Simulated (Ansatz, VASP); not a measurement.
# Two plane-wave programs on Ti

```
CELL_PARAMETERS angstrom
2.95000 0.00000 0.00000
-1.47500 2.55477 0.00000
0.00000 0.00000 4.63914
ATOMIC_POSITIONS crystal
Ti 0.33333 0.66667 0.25000
Ti 0.66667 0.33333 0.75000
```

Change from the starting cell: strain -0.0100 x Voigt [0, 0, 1, 0, 0, 0], atoms carried along.

Alike in both runs: task single point; functional PBEsol; k mesh 18 × 18 × 10; occupations gaussian, width 0.15 eV; no spin polarisation.

```csv
,VASP,Ansatz
version,VASP 6.6.1,Ansatz 0.2.0
potentials or method,"VASP PAW PBE potentials, release 64 (Ti_sv), cutoff 520 eV","scalar-relativistic, plane waves, PAW"
valence electrons in the cell,24,24
```

|  | VASP | Ansatz | Ansatz less VASP |
| --- | --- | --- | --- |
| gap on the k mesh at the Fermi level (eV) | none | none | - |
| pressure (GPa) | -5.4 | -4.8 | +0.53 |
| traceless stress, the component that is largest in VASP (GPa) | 0.35 | 0.35 | +0.001 |

VASP's potentials were made for PBE, not for PBEsol. A gap of «none» marks a metal or a gap that the smearing closes. With one functional, cell and mesh, what is left measures potentials, basis and numerics.
